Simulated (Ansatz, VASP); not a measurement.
**One calculation of CuO, two programs**

POSCAR

```
CuO
1.0
    3.4220509700      0.0000000000      0.0000000000
    0.0000000000      3.4220509700      0.0000000000
    0.0000000000      0.0000000000      4.2604614800
Cu O
2 2
Direct
    0.0000000000      0.5000000000      0.0000000000
    0.5000000000      0.0000000000      0.5000000000
    0.0000000000      0.0000000000      0.2500000000
    0.0000000000      0.0000000000      0.7500000000
```

File INCAR.step1:

```
SYSTEM = CuO
PREC = Accurate
ENCUT = 520
EDIFF = 1E-5
ISMEAR = -1
SIGMA = 0.05
LREAL = .False.
LASPH = .True.
NELM = 80
ALGO = Normal
ISIF = 2
LWAVE = .True.
LCHARG = .False.
GGA = PE
NBANDS = 25
```

Contents of INCAR.step2:

```
SYSTEM = CuO
PREC = Accurate
ENCUT = 520
EDIFF = 1E-6
ISMEAR = -1
SIGMA = 0.05
LREAL = .False.
LASPH = .True.
NELM = 80
ALGO = Normal
ISIF = 2
LWAVE = .False.
LCHARG = .False.
METAGGA = R2SCAN
LHFCALC = .True.
AEXX = 0.35
LMIXTAU = .True.
PRECFOCK = Normal
ISTART = 1
NBANDS = 25
```

Contents of KPOINTS:

```
Automatic mesh
0
Gamma
  5 5 4
  0 0 0
```

The input input.yaml:

```yaml
crystal:
  lattice:
    - [3.42205097, 0.0, 0.0]
    - [0.0, 3.42205097, 0.0]
    - [0.0, 0.0, 4.26046148]
  atoms:
    - { symbol: Cu, position: [0.0, 0.5, 0.0] }
    - { symbol: Cu, position: [0.5, 0.0, 0.5] }
    - { symbol: O, position: [0.0, 0.0, 0.25] }
    - { symbol: O, position: [0.0, 0.0, 0.75] }
hamiltonian:
  xc: { exchange: r2scan, correlation: r2scan, exx: { coeff: 0.35 } }
  pseudopotentials: { kind: paw }
kpoints:
  mp_grid: { grid: [5, 5, 4] }
scf:
  occupations: { method: fermi_dirac, width: 0.05 }
output:
  forces: true
  stress: true
  eigenvalues: true
```

Alike in both runs: task single point; functional r2SCAN-based global hybrid with a share of 0.35 of exact exchange; k mesh 5 × 5 × 4; occupations fermi-dirac, width 0.05 eV; no spin polarisation.

```csv
,VASP,Ansatz
version,VASP 6.6.1,Ansatz 0.2.0
potentials or method,"VASP PAW PBE potentials, release 64 (Cu, O)",Ansatz PAW
plane-wave cutoff (eV),520,500
valence electrons in the cell,34,50
```

|  | VASP | Ansatz | Ansatz less VASP |
| --- | --- | --- | --- |
| gap on the k mesh at the Fermi level (eV) | none | none | - |
| pressure (GPa) | -8.5 | -9.2 | -0.68 |
| traceless stress, the component that is largest in VASP (GPa) | 22.54 | 22.70 | +0.154 |

VASP's potentials were made for PBE, not for r2SCAN-based global hybrid. A gap of «none» marks a metal or a gap that the smearing closes. VASP's potentials hold 34 valence electrons a cell and Ansatz's 50, so a difference there can come from the potentials and not from the codes.

The k mesh is coarse, so the values compare programs but aren't converged.
